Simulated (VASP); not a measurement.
Input of a VASP 6.6.1 run:

File POSCAR:

```
SnO
1.0
    0.0000000000      2.7082147278      2.7082147278
    2.7082147278      0.0000000000      2.7082147278
    2.7082147278      2.7082147278      0.0000000000
Sn O
1 1
Direct
    0.0000000000      0.0000000000      0.0000000000
    0.2500000000      0.2500000000      0.2500000000
```

File INCAR.step1:

```
SYSTEM = SnO
PREC = Accurate
ENCUT = 660
ISMEAR = -1
SIGMA = 0.02
LREAL = .FALSE.
LASPH = .TRUE.
NELM = 200
ISPIN = 2
MAGMOM = 0 0
NBANDS = 21
GGA = PE
ALGO = Normal
EDIFF = 1E-5
LWAVE = .TRUE.
LCHARG = .FALSE.
GGA_COMPAT = .FALSE.
```

The input INCAR.step2:

```
SYSTEM = SnO
PREC = Accurate
ENCUT = 660
EDIFF = 1E-6
ISMEAR = -1
SIGMA = 0.02
LREAL = .FALSE.
LASPH = .TRUE.
NELM = 200
ALGO = Normal
ISIF = 2
LWAVE = .FALSE.
LCHARG = .FALSE.
ISPIN = 2
MAGMOM = 0 0
LORBIT = 11
METAGGA = R2SCAN
LMIXTAU = .TRUE.
NBANDS = 21
ISTART = 1
GGA_COMPAT = .FALSE.
```

Contents of KPOINTS:

```
regular mesh
0
G
  6 6 6
  0 0 0
```

Potentials or basis: VASP PAW PBE potentials, release 64 (Sn_d, O).

The run is started by

```sh
$ cat potpaw_PBE.64/Sn_d/POTCAR potpaw_PBE.64/O/POTCAR > POTCAR
$ cp INCAR.step1 INCAR
$ mpirun -np 1 vasp_std > vasp.out
$ cp INCAR.step2 INCAR
$ mpirun -np 1 vasp_std > vasp.out
```

Q: Estimate the net moment.

A: 0.00 μB per cell.

Q: Predict the band gap on the k mesh.

A: Zero (filled and empty bands overlap).

Q: Estimate the pressure.

A: 0.2 GPa.

Caveat: semilocal functionals underestimate gaps, so a narrow gap can read as zero; the PAW data sets were made with another functional, which shifts forces and pressure a little; spin-orbit coupling is left out, which moves the levels of the heavy elements.
